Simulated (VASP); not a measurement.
Ag: single point with r2SCAN

Ag:

```xyz
1
Lattice="0.0000 2.0528 2.0528 2.0528 0.0000 2.0528 2.0528 2.0528 0.0000" Properties=species:S:1:pos:R:3 pbc="T T T"
Ag    0.0000    0.0000    0.0000
```

```yaml
Program: VASP 6.6.1
Task: single point
Functional: r2SCAN
Potentials_or_basis: VASP PAW PBE potentials, release 64 (Ag)
Cutoff: 520 eV
k_mesh: 34 × 34 × 34
Occupations: methfessel-paxton, width 0.1 eV
Spin: no spin polarisation
```

```
Pressure               : 0.0 GPa
Band gap on the k mesh : zero (an odd number of electrons rules out a gap without spin polarisation)
```

Levels at points of the mesh, in eV from the Fermi level:
```csv
k point,band 3,band 4,band 5,band 6,band 7,band 8,band 9,band 10
"(0.00, 0.00, 0.00)",-5.15,-5.15,-4.13,-4.13,16.55,20.19,20.19,20.19
"(0.50, 0.00, 0.00)",-5.18,-3.34,-3.34,-0.36,3.56,15.79,18.39,18.39
"(0.50, 0.50, 0.00)",-3.38,-3.13,-3.13,1.68,6.79,10.99,10.99,17.44
```

Wall time 12 min on 1 thread of Intel Xeon 8259CL, with other jobs on the host, peak memory 0.33 GiB.

Caveat: the PAW data sets were made with another functional, which shifts forces and pressure a little.
